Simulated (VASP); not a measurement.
# SrO in VASP: a series of runs, part 3 of 3

VASP 6.6.1. The steps go on from the part before.

## (6) Single point, r2SCAN (strain along [111] -2.5%)

POSCAR

```
SrO
1.0
   -0.0459795525      2.7463009644      2.7463009644
    2.7463009644     -0.0459795525      2.7463009644
    2.7463009644      2.7463009644     -0.0459795525
Sr O
1 1
Direct
   -0.0015845845     -0.0015845845     -0.0015845845
    0.2515845845      0.2515845845      0.2515845845
```

INCAR.step1

```
SYSTEM = SrO
PREC = Accurate
ENCUT = 660
ISMEAR = 0
SIGMA = 0.01
LREAL = .FALSE.
LASPH = .TRUE.
NELM = 120
NBANDS = 15
GGA = PE
ALGO = Normal
EDIFF = 1E-5
LWAVE = .TRUE.
LCHARG = .FALSE.
GGA_COMPAT = .FALSE.
```

INCAR.step2

```
SYSTEM = SrO
PREC = Accurate
ENCUT = 660
EDIFF = 1E-6
ISMEAR = 0
SIGMA = 0.01
LREAL = .FALSE.
LASPH = .TRUE.
NELM = 120
ALGO = Normal
ISIF = 2
LWAVE = .FALSE.
LCHARG = .FALSE.
METAGGA = R2SCAN
LMIXTAU = .TRUE.
NBANDS = 15
ISTART = 1
GGA_COMPAT = .FALSE.
```

KPOINTS

```
Automatic mesh
0
G
  8 8 8
  0 0 0
```

Potentials or basis: VASP PAW PBE potentials, release 64 (Sr_sv, O).

Command:

```sh
> cat potpaw_PBE.64/Sr_sv/POTCAR potpaw_PBE.64/O/POTCAR > POTCAR
> cp INCAR.step1 INCAR
> mpirun -np 1 vasp_std > vasp.out
> cp INCAR.step2 INCAR
> mpirun -np 1 vasp_std > vasp.out
```

OUTCAR:

```text
SYSTEM = SrO
   PREC = Accurate
   ENCUT = 660
   EDIFF = 1E-6
   ISMEAR = 0
   LREAL = .FALSE.
   LASPH = .TRUE.
   NELM = 120
   ISIF = 2
   METAGGA = R2SCAN
   ISTART = 1

 ion  position               nearest neighbor table
   1  0.998  0.998  0.998-   2 2.39   2 2.40   2 2.40   2 2.40
   2  0.252  0.252  0.252-   1 2.39   1 2.40   1 2.40   1 2.40

  LATTYP: Found a trigonal (rhomboedric) cell.
 ALAT       =     3.8841282282
 COS(alpha) =     0.4831899219

  Lattice vectors:

 A1 = (  -0.0459795525,   2.7463009644,   2.7463009644)
 A2 = (   2.7463009644,  -0.0459795525,   2.7463009644)
 A3 = (   2.7463009644,   2.7463009644,  -0.0459795525)

Analysis of symmetry for initial positions (statically):
=====================================================================
 Subroutine PRICEL returns:
 Original cell was already a primitive cell.

 Routine SETGRP: Setting up the symmetry group for a
 trigonal (rhombohedral) supercell.

 Subroutine GETGRP returns: Found  6 space group operations
 (whereof  6 operations were pure point group operations)
 out of a pool of 12 trial point group operations.

The static configuration has the point symmetry C_3v.

[... 177 lines left out ...]
      8      -0.7769      2.00000
      9       3.0445      0.00000
     10       8.8416      0.00000
     11       8.8416      0.00000
     12      10.2032      0.00000
     13      10.2032      0.00000
     14      10.2486      0.00000
[... 401 lines left out ...]
      2     -16.6089      2.00000
      3     -14.5526      2.00000
      4     -14.4430      2.00000
      5     -13.6087      2.00000
      6      -0.9105      2.00000
      7      -0.5983      2.00000
      8      -0.5175      2.00000
      9       5.1929      0.00000
     10       7.6278      0.00000
     11       7.9293      0.00000
     12       9.5396      0.00000
     13      11.0706      0.00000
     14      11.2035      0.00000
     15      13.0776      0.00000

 [... further k-points ...]

------------------------ aborting loop because EDIFF is reached ----------------------------------------

  FORCE on cell =-STRESS in cart. coord.  units (eV):
  Direction    XX          YY          ZZ          XY          YZ          ZX
  --------------------------------------------------------------------------------------
  -------------------------------------------------------------------------------------
  Total        0.5528149      0.5528149      0.5528149      0.1075138      0.1075138      0.1075138
  in kB       20.8566697     20.8566697     20.8566697      4.0562948      4.0562948      4.0562948
  external PRESSURE =      20.8566697 kB  Pullay stress =       0.0000000 kB

 VOLUME and BASIS-vectors are now :
 -----------------------------------------------------------------------------
  energy-cutoff  :      660.00
  volume of cell :       42.47
      direct lattice vectors                 reciprocal lattice vectors
    -0.045979552  2.746300964  2.746300964    -0.177553463  0.180576744  0.180576744
     2.746300964 -0.045979552  2.746300964     0.180576744 -0.177553463  0.180576744
     2.746300964  2.746300964 -0.045979552     0.180576744  0.180576744 -0.177553463

 POSITION                                       TOTAL-FORCE (eV/Angst)
 -----------------------------------------------------------------------------------
      5.43799      5.43799      5.43799        -0.006494     -0.006494     -0.006494
      1.37029      1.37029      1.37029         0.006494      0.006494      0.006494
 -----------------------------------------------------------------------------------
    total drift:                                0.000030      0.000030      0.000030

  FREE ENERGIE OF THE ION-ELECTRON SYSTEM (eV)
  ---------------------------------------------------
  free  energy   TOTEN  =       -26.6243731892 eV

  energy  without entropy=      -26.6243731892  energy(sigma->0) =      -26.62437319
```

OUTCAR.step1:

```text
SYSTEM = SrO
   PREC = Accurate
   ENCUT = 660
   ISMEAR = 0
   LREAL = .FALSE.
   LASPH = .TRUE.
[... 655 lines left out ...]
      5.43799      5.43799      5.43799        -0.004396     -0.004396     -0.004396
      1.37029      1.37029      1.37029         0.004396      0.004396      0.004396
 -----------------------------------------------------------------------------------
    total drift:                                0.000018      0.000018      0.000018

  FREE ENERGIE OF THE ION-ELECTRON SYSTEM (eV)
  ---------------------------------------------------
  free  energy   TOTEN  =       -11.7465523162 eV

  energy  without entropy=      -11.7465523162  energy(sigma->0) =      -11.74655232
```

OSZICAR.step1:

```text
N       E                     dE             d eps       ncg     rms          rms(c)
DAV:   1     0.849648373057E+02    0.84965E+02   -0.94392E+03  1950   0.122E+03
DAV:   2    -0.103075844187E+02   -0.95272E+02   -0.86554E+02  2668   0.239E+02
DAV:   3    -0.147511476331E+02   -0.44436E+01   -0.44146E+01  2621   0.472E+01
DAV:   4    -0.148772166930E+02   -0.12607E+00   -0.12605E+00  2532   0.719E+00
DAV:   5    -0.148789413845E+02   -0.17247E-02   -0.17247E-02  2688   0.684E-01    0.185E+01
DAV:   6    -0.119400692388E+02    0.29389E+01   -0.10101E+01  1978   0.227E+01    0.197E+01
DAV:   7    -0.117634990038E+02    0.17657E+00   -0.56374E-01  2007   0.614E+00    0.100E+01
DAV:   8    -0.117355248551E+02    0.27974E-01   -0.15508E-01  2328   0.361E+00    0.155E+00
DAV:   9    -0.117431882882E+02   -0.76634E-02   -0.66766E-03  2528   0.625E-01    0.331E-01
DAV:  10    -0.117463774616E+02   -0.31892E-02   -0.26492E-03  2034   0.346E-01    0.592E-02
DAV:  11    -0.117464953228E+02   -0.11786E-03   -0.14893E-04  2419   0.811E-02    0.675E-02
DAV:  12    -0.117465529916E+02   -0.57669E-04   -0.69428E-05  2034   0.603E-02    0.940E-03
DAV:  13    -0.117465523162E+02    0.67539E-06   -0.15158E-06  1906   0.135E-02
   1 F= -.11746552E+02 E0= -.11746552E+02  d E =-.721663E-39
```

Wall time 1.7 min (1 thread of Intel Xeon 6975P-C (Granite Rapids), shared host); peak memory 0.25 GiB.

What came out:

```
Free energy            : -26.6244 eV
Pressure               : 2.1 GPa
Largest force          : 0.011 eV/Å
Band gap on the k mesh : 2.97 eV (least direct gap 3.82 eV)
```

Forces in eV/Å, atoms in the order of the input:
```
Sr  -0.006 -0.006 -0.006
O    0.006  0.006  0.006
```

Stress tensor (GPa, compression positive):
```
2.09 0.41 0.41
0.41 2.09 0.41
0.41 0.41 2.09
```

Levels at points of the mesh, in eV from the valence-band top:
```csv
k point,band 5,band 6,band 7,band 8,band 9,band 10,band 11,band 12
"(0.00, 0.00, 0.00)",-14.46,-0.92,-0.92,-0.85,2.97,8.77,8.77,10.13
"(0.50, 0.00, 0.00)",-13.57,-0.73,-0.56,-0.55,5.70,7.74,8.09,8.52
"(0.50, 0.50, 0.00)",-13.25,-1.46,-0.01,-0.01,4.96,6.28,10.44,10.76
"(0.50, 0.50, 0.50)",-13.65,-0.65,-0.59,-0.59,5.74,7.79,8.29,8.29
```

Caveat: the cell differs from its parent crystal (strain along [111] -2.5%); the PAW data sets were made with another functional, which shifts forces and pressure a little. A k mesh can miss the band edges.

## (7) The runs side by side

```tsv
level	cell	cutoff (eV)	smearing	gap on the mesh (eV)	pressure (GPa)	largest force (eV/Å)
PBE	a = 3.955, b = 3.955, c = 3.962 Å, angles 59.9, 59.9, 60.1°, 2 atoms, atomic positions A	600	fermi-dirac 0.02 eV	2.51	0.9	-
PBE	a = 3.884 Å, angles 61.1°, 2 atoms, atomic positions B	600	fermi-dirac 0.02 eV	2.59	3.1	0.01
r2SCAN	a = 3.966, b = 3.966, c = 3.896 Å, angles 60.6, 60.6, 58.8°, 2 atoms, atomic positions A	660	gaussian 0.01 eV	2.91	0.7	-
r2SCAN	a = 3.955, b = 3.955, c = 3.962 Å, angles 59.9, 59.9, 60.1°, 2 atoms, atomic positions A	660	gaussian 0.01 eV	2.88	-0.1	-
r2SCAN	a = 3.884 Å, angles 61.1°, 2 atoms, atomic positions B	660	gaussian 0.01 eV	2.97	2.1	0.01
```

Alike in all rows: task single point; potentials or basis VASP PAW PBE potentials, release 64 (Sr_sv, O); no spin polarisation; k mesh 8 × 8 × 8.

Caveats: the PAW data sets were made with another functional, which shifts forces and pressure a little (at least some runs); the cell stands under pressure (at least some runs).

Absolute energies hang on the potentials; compare differences alone.
